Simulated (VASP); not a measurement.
A run of VASP 6.6.1:

The input INCAR:

```
PREC = Accurate ; ENCUT = 520
EDIFF = 1E-7 ; ISMEAR = 0
SIGMA = 0.05 ; LREAL = F
LASPH = T ; NELM = 60
ALGO = Normal ; ISIF = 2
LWAVE = F ; LCHARG = F
GGA = PE ; NBANDS = 36
```

The input KPOINTS:

```
regular mesh
0
Gamma
  12 12 2
```

Contents of POSCAR:

```
C
1.0
    2.5457512053     -0.1386300161     -0.1386300161
   -1.3929327183      2.2740002236     -0.0507421076
   -0.6836011873     -0.6836011873     12.5534036215
C
12
Direct
    0.0000000000      0.0000000000      0.1868593266
    0.0000000000      0.0000000000      0.6868593266
    0.0000000000      0.0000000000      0.3131406734
    0.0000000000      0.0000000000      0.8131406734
    0.3333333333      0.6666666667      0.5207665411
    0.6666666667      0.3333333333      0.0207665411
    0.3333333333      0.6666666667      0.9792334589
    0.6666666667      0.3333333333      0.4792334589
    0.3333333333      0.6666666667      0.6450950823
    0.6666666667      0.3333333333      0.1450950823
    0.3333333333      0.6666666667      0.8549049177
    0.6666666667      0.3333333333      0.3549049177
```

Potentials or basis: VASP PAW PBE potentials, release 64 (C).

Command:

```bash
$ cat potpaw_PBE.64/C/POTCAR > POTCAR
$ mpirun -np 1 vasp_std > vasp.out
```

Hardware: 1 thread of Intel(R) Xeon(R) 6975P-C (Granite Rapids), with other jobs on the host.

Question: Estimate the wall time of this run.

Answer: Run time: 3.7 min on 1 thread of Intel(R) Xeon(R) 6975P-C (Granite Rapids), with other jobs on the host, peak memory 0.34 GiB. Counts: scf iterations 15, k points 148.
